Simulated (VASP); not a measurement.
# Ti16C in VASP: single point with PBE

Aim: the single point of Ti16C with PBE.

Program: VASP 6.6.1. These are calculated values, not measurements. Logs are shortened: lines on timing, memory, paths and dates and some standing lists are left out, and cuts for length are marked.

## Step 1: The cell of the first run

The cell holds a slab with vacuum, 17 atoms: a = 6.511 Å, b = 6.511 Å, c = 20.179 Å, α = 90.00°, β = 90.00°, γ = 90.00°.

## Step 2: Single point, PBE

INCAR

```
SYSTEM = Ti16C
ALGO = Normal ; DIPOL = 0.5 0.5 0.327
EDIFF = 1E-7 ; ENCUT = 520
GGA = PE ; IDIPOL = 3
ISIF = 2 ; ISMEAR = 0
LASPH = .True. ; LCHARG = .True.
LDIPOL = .True. ; LELF = .True.
LREAL = Auto ; LVACPOTAV = .True.
LVHAR = .True. ; LWAVE = .False.
NBANDS = 112 ; NELM = 80
PREC = Accurate ; SIGMA = 0.1
```

KPOINTS

```
k-points
0
Gamma
  4 4 1
  0 0 0
```

POSCAR

```
Ti16C
1.0
    6.5106718526      0.0000000000      0.0000000000
    0.0000000000      6.5106718526      0.0000000000
    0.0000000000      0.0000000000     20.1793673972
Ti C
16 1
Direct
    0.2500000000      0.2500000000      0.1982222694
    0.2500000000      0.7500000000      0.1982222694
    0.7500000000      0.2500000000      0.1982222694
    0.7500000000      0.7500000000      0.1982222694
    0.0000000000      0.0000000000      0.2788822788
    0.0000000000      0.5000000000      0.2788822788
    0.5000000000      0.0000000000      0.2788822788
    0.5000000000      0.5000000000      0.2788822788
    0.2500000000      0.2500000000      0.3551865244
    0.2500000000      0.7500000000      0.3551865244
    0.7500000000      0.2500000000      0.3551865244
    0.7500000000      0.7500000000      0.3551865244
    0.0000000000      0.0000000000      0.4301109755
    0.0000000000      0.5000000000      0.4301109755
    0.5000000000      0.0000000000      0.4301109755
    0.5000000000      0.5000000000      0.4301109755
    0.0833333333      0.0833333333      0.5103733329
```

Potentials or basis: VASP PAW PBE potentials, release 64 (Ti_sv, C).

Run with:

```
$ cat potpaw_PBE.64/Ti_sv/POTCAR potpaw_PBE.64/C/POTCAR > POTCAR
$ mpirun -np 1 vasp_std > vasp.out
```

OUTCAR:

```text
SYSTEM = Ti16C
   EDIFF = 1E-7
   ENCUT = 520
   GGA = PE
   ISIF = 2
   ISMEAR = 0
   LASPH = .True.
   LREAL = Auto
   NELM = 80
   PREC = Accurate

 ion  position               nearest neighbor table
   1  0.250  0.250  0.198-   5 2.82   6 2.82   7 2.82   8 2.82
   2  0.250  0.750  0.198-   5 2.82   6 2.82   7 2.82   8 2.82
   3  0.750  0.250  0.198-   5 2.82   6 2.82   7 2.82   8 2.82
   4  0.750  0.750  0.198-   5 2.82   6 2.82   7 2.82   8 2.82
   5  0.000  0.000  0.279-   9 2.77  10 2.77  11 2.77  12 2.77   1 2.82   2 2.82   3 2.82   4 2.82

   6  0.000  0.500  0.279-   9 2.77  10 2.77  11 2.77  12 2.77   1 2.82   2 2.82   3 2.82   4 2.82

   7  0.500  0.000  0.279-   9 2.77  10 2.77  11 2.77  12 2.77   1 2.82   2 2.82   3 2.82   4 2.82

   8  0.500  0.500  0.279-   9 2.77  10 2.77  11 2.77  12 2.77   1 2.82   2 2.82   3 2.82   4 2.82

   9  0.250  0.250  0.355-  13 2.75  14 2.75  15 2.75  16 2.75   5 2.77   6 2.77   7 2.77   8 2.77

  10  0.250  0.750  0.355-  13 2.75  14 2.75  15 2.75  16 2.75   5 2.77   6 2.77   7 2.77   8 2.77

  11  0.750  0.250  0.355-  13 2.75  14 2.75  15 2.75  16 2.75   5 2.77   6 2.77   7 2.77   8 2.77

  12  0.750  0.750  0.355-  13 2.75  14 2.75  15 2.75  16 2.75   5 2.77   6 2.77   7 2.77   8 2.77

  13  0.000  0.000  0.430-  17 1.79  10 2.75  11 2.75  12 2.75   9 2.75
  14  0.000  0.500  0.430-   9 2.75  10 2.75  11 2.75  12 2.75
  15  0.500  0.000  0.430-   9 2.75  10 2.75  11 2.75  12 2.75
  16  0.500  0.500  0.430-   9 2.75  10 2.75  11 2.75  12 2.75
  17  0.083  0.083  0.510-  13 1.79

  LATTYP: Found a simple tetragonal cell.
 ALAT       =     6.5106718526
 C/A-ratio  =     3.0994293452

  Lattice vectors:

 A1 = (   6.5106718526,   0.0000000000,   0.0000000000)
 A2 = (   0.0000000000,   6.5106718526,   0.0000000000)
 A3 = (   0.0000000000,   0.0000000000,  20.1793673972)

Analysis of symmetry for initial positions (statically):
=====================================================================
 Subroutine PRICEL returns:
 Original cell was already a primitive cell.

 Routine SETGRP: Setting up the symmetry group for a
 simple tetragonal supercell.

 Subroutine GETGRP returns: Found  2 space group operations
 (whereof  2 operations were pure point group operations)
 out of a pool of 16 trial point group operations.

The static configuration has the point symmetry C_1h.

Analysis of symmetry for dynamics (positions and initial velocities):
=====================================================================
 Subroutine PRICEL returns:
 Original cell was already a primitive cell.

 Routine SETGRP: Setting up the symmetry group for a
 simple tetragonal supercell.

 Subroutine GETGRP returns: Found  2 space group operations
 (whereof  2 operations were pure point group operations)
 out of a pool of 16 trial point group operations.

The dynamic configuration has the point symmetry C_1h.

 Subroutine INISYM returns: Found  2 space group operations
 (whereof  2 operations are pure point group operations),
 and found     1 'primitive' translations

----------------------------------------------------------------------------------------

                                     Primitive cell

  volume of cell :     855.3801

  direct lattice vectors                    reciprocal lattice vectors
     6.510671853  0.000000000  0.000000000     0.153593980  0.000000000  0.000000000
     0.000000000  6.510671853  0.000000000     0.000000000  0.153593980  0.000000000
     0.000000000  0.000000000 20.179367397     0.000000000  0.000000000  0.049555567

  length of vectors
     6.510671853  6.510671853 20.179367397     0.153593980  0.153593980  0.049555567

  position of ions in fractional coordinates (direct lattice)
     0.250000000  0.250000000  0.198222269
     0.250000000  0.750000000  0.198222269
     0.750000000  0.250000000  0.198222269
     0.750000000  0.750000000  0.198222269
     0.000000000  0.000000000  0.278882279
     0.000000000  0.500000000  0.278882279
[... 9 lines left out ...]
     0.500000000  0.500000000  0.430110975
     0.083333333  0.083333333  0.510373333

  ion indices of the primitive-cell ions
   primitive index   ion index
                 1           1
                 2           2
                 3           3
                 4           4
                 5           5
                 6           6
[... 9 lines left out ...]
                16          16
                17          17

----------------------------------------------------------------------------------------

 KPOINTS: k-points

Automatic generation of k-mesh.
 Grid dimensions read from file:
 generate k-points for:    4    4    1

 Generating k-lattice:

  Cartesian coordinates                     Fractional coordinates (reciprocal lattice)
     0.038398495  0.000000000  0.000000000     0.250000000  0.000000000  0.000000000
     0.000000000  0.038398495  0.000000000     0.000000000  0.250000000  0.000000000
     0.000000000  0.000000000  0.049555567     0.000000000  0.000000000  1.000000000

  Length of vectors
     0.038398495  0.038398495  0.049555567

  Shift w.r.t. Gamma in fractional coordinates (k-lattice)
     0.000000000  0.000000000  0.000000000

 Subroutine IBZKPT returns following result:
 ===========================================

 Found      7 irreducible k-points:

 Following reciprocal coordinates:
            Coordinates               Weight
  0.000000  0.000000  0.000000      1.000000
  0.250000  0.000000  0.000000      4.000000
  0.500000  0.000000  0.000000      2.000000
  0.250000  0.250000  0.000000      2.000000
 -0.250000  0.250000  0.000000      2.000000
  0.500000  0.250000  0.000000      4.000000
  0.500000  0.500000  0.000000      1.000000
   k-points           NKPTS =      7   k-points in BZ     NKDIM =      7   number of bands    NBANDS=    112
   number of dos      NEDOS =    301   number of ions     NIONS =     17
   total plane-waves  NPLWV = 345600
   dimension x,y,z NGX =    48 NGY =   48 NGZ =  150
   dimension x,y,z NGXF=    96 NGYF=   96 NGZF=  300
   ions per type =              16   1
   NGX,Y,Z   is equivalent  to a cutoff of  12.26, 12.26, 12.36 a.u.
   NGXF,Y,Z  is equivalent  to a cutoff of  24.51, 24.51, 24.72 a.u.
 SYSTEM =  Ti16C
   PREC   = accura    normal or accurate (medium, high low for compatibility)
   ISTART =      0    job   : 0-new  1-cont  2-samecut
   ICHARG =      2    charge: 1-file 2-atom 10-const
   ISPIN  =      1    spin polarized calculation?
   LNONCOLLINEAR =      F non collinear calculations
   LSORBIT =      F    spin-orbit coupling
   LASPH  =      T    aspherical Exc in radial PAW
   ENCUT  =  520.0 eV  38.22 Ry    6.18 a.u.  12.11 12.11 37.52*2*pi/ulx,y,z
   NELM   =     80;   NELMIN=  2; NELMDL= -5     # of ELM steps
   EDIFF  = 0.1E-06   stopping-criterion for ELM
   LREAL  =      T    real-space projection
   EDIFFG = 0.1E-05   stopping-criterion for IOM
   NSW    =      0    number of steps for IOM
   IBRION =     -1    ionic relax: 0-MD 1-quasi-New 2-CG
   NFREE  =      0    steps in history (QN), initial steepest desc. (CG)
   ISIF   =      2    stress and relaxation
   ISYM   =      2    0-nonsym 1-usesym 2-fastsym
   POTIM  = 0.5000    time-step for ionic-motion
   TEBEG  =    0.0;   TEEND  =   0.0 temperature during run
   PSTRESS=    0.0 pullay stress
   NELECT =     196.0000    total number of electrons
   NUPDOWN=      -1.0000    fix difference up-down
   EMIN   =  10.00;   EMAX   =-10.00  energy-range for DOS
   EFERMI =   0.00;   METHOD = LEGACY
   ISMEAR =     0;   SIGMA  =   0.10  broadening in eV -4-tet -1-fermi 0-gaus
   EFERMI_NEDOS =   21; number of points for ismear=-14 and -15
   IALGO  =     38    algorithm
   IMIX   =      4    mixing-type and parameters
     AMIX     =   0.40;   BMIX     =  1.00
     AMIX_MAG =   1.60;   BMIX_MAG =  1.00
  volume/ion in A,a.u.               =      50.32       339.55
  Fermi-wavevector in a.u.,A,eV,Ry     =   1.001783  1.893096 13.654397  1.003570
  Thomas-Fermi vector in A             =   2.134228
   LORBIT       =      0    0 simple, 1 ext, 2 COOP (PROOUT), +10 PAW based schemes
   GGA     = PE    functional components
   LHFCALC =     F    Hartree Fock is set to
   AEXX    =    0.0000 exact exchange contribution
   IVDW    =     0    specifies the selected vdW correction
   LEPSILON=     F    determine dielectric tensor
   LRPA    =     F    only Hartree local field effects (RPA)
 non-spin polarized calculation
 Gauss-broadening in eV      SIGMA  =   0.10
  energy-cutoff  :      520.00
  volume of cell :      855.38
 maximum number of plane-waves:     23060
   NGX = 25   NGY = 25   NGZ = 75

 dipolmoment           0.000000      0.000000     -0.196249 electrons x Angstroem

 number of electron     196.0000092 magnetization

 dipolmoment           0.000000      0.000000      0.358739 electrons x Angstroem

 Free energy of the ion-electron system (eV)
  ---------------------------------------------------
  ext. energy  EPLUGINS =         0.00000000
  ---------------------------------------------------
  free energy    TOTEN  =      -120.89921506 eV

  energy without entropy =     -120.72756484  energy(sigma->0) =     -120.81338995

 E-fermi :   0.1750     XC(G=0):  -4.8661

 val. band max:        0.1648099496   @ k =   0.5000   0.5000   0.0000
 cond. band min:       0.2072592255   @ k =   0.5000   0.2500   0.0000
 fundamental gap:      0.0424492759
 Fermi energy:         0.1750136360

 k-point     1 :       0.0000    0.0000    0.0000
  band No.  band energies     occupation
      1     -56.9000      2.00000
      2     -56.8880      2.00000
      3     -56.8838      2.00000
      4     -56.8759      2.00000
      5     -56.8131      2.00000
      6     -56.8076      2.00000
[... 102 lines left out ...]
    109       1.0691      0.00000
    110       1.1101      0.00000
[... 676 lines left out ...]
    109       0.8352      0.00000
    110       0.8469      0.00000
 [bands above 110 left out]

------------------------ aborting loop because EDIFF is reached ----------------------------------------

  FORCE on cell =-STRESS in cart. coord.  units (eV):
  Direction    XX          YY          ZZ          XY          YZ          ZX
  --------------------------------------------------------------------------------------
  -------------------------------------------------------------------------------------
  Total      -11.3871996    -11.3871996     -3.0078617      0.2588212      1.6803089      1.6803066
  in kB      -21.3288949    -21.3288949     -5.6339019      0.4847874      3.1473174      3.1473132
  external PRESSURE =     -16.0972305 kB  Pullay stress =       0.0000000 kB

 VOLUME and BASIS-vectors are now :
 -----------------------------------------------------------------------------
  energy-cutoff  :      520.00
  volume of cell :      855.38
      direct lattice vectors                 reciprocal lattice vectors
     6.510671853  0.000000000  0.000000000     0.153593980  0.000000000  0.000000000
     0.000000000  6.510671853  0.000000000     0.000000000  0.153593980  0.000000000
     0.000000000  0.000000000 20.179367397     0.000000000  0.000000000  0.049555567

 POSITION                                       TOTAL-FORCE (eV/Angst)
 -----------------------------------------------------------------------------------
      1.62767      1.62767      4.00000        -0.066221     -0.066221      0.518744
      1.62767      4.88300      4.00000        -0.034275     -0.001141      0.511621
      4.88300      1.62767      4.00000        -0.001141     -0.034275      0.511621
      4.88300      4.88300      4.00000        -0.029774     -0.029774      0.541691
      0.00000      0.00000      5.62767         0.114670      0.114670     -0.812467
      0.00000      3.25534      5.62767         0.055463      0.047823     -0.324049
[... 9 lines left out ...]
      3.25534      3.25534      8.67937         0.267188      0.267188     -0.194309
      0.54256      0.54256     10.29901         1.068623      1.068623      0.060333
 -----------------------------------------------------------------------------------
    total drift:                                0.002291      0.002291      0.137980

  FREE ENERGIE OF THE ION-ELECTRON SYSTEM (eV)
  ---------------------------------------------------
  free  energy   TOTEN  =      -120.8992150571 eV

  energy  without entropy=     -120.7275648377  energy(sigma->0) =     -120.81338995

 vacuum level on the upper side and lower side of the slab         4.929         3.397
```

It took 39 min on 1 thread of Intel Xeon Platinum 8488C (Sapphire Rapids), shared host; peak memory 0.92 GiB.

Results:

```
Free energy            : -120.8992 eV
Largest force          : 1.512 eV/Å
Band gap on the k mesh : zero (bands 98 and 99 overlap by 0.14 eV)
```

Forces on the atoms (eV/Å):
```
Ti  -0.066 -0.066  0.519
Ti  -0.034 -0.001  0.512
Ti  -0.001 -0.034  0.512
Ti  -0.030 -0.030  0.542
Ti   0.115  0.115 -0.812
Ti   0.055  0.048 -0.324
Ti   0.048  0.055 -0.324
Ti  -0.063 -0.063 -0.523
Ti   0.229  0.229 -0.160
Ti   0.452 -0.372 -0.280
Ti  -0.372  0.452 -0.280
Ti  -0.186 -0.186 -0.147
Ti  -0.713 -0.713 -0.264
Ti  -0.117 -0.653  0.583
Ti  -0.653 -0.117  0.583
Ti   0.267  0.267 -0.194
C    1.069  1.069  0.060
```

The gap in the log of VASP goes by the Fermi energy; the results here count the filled bands.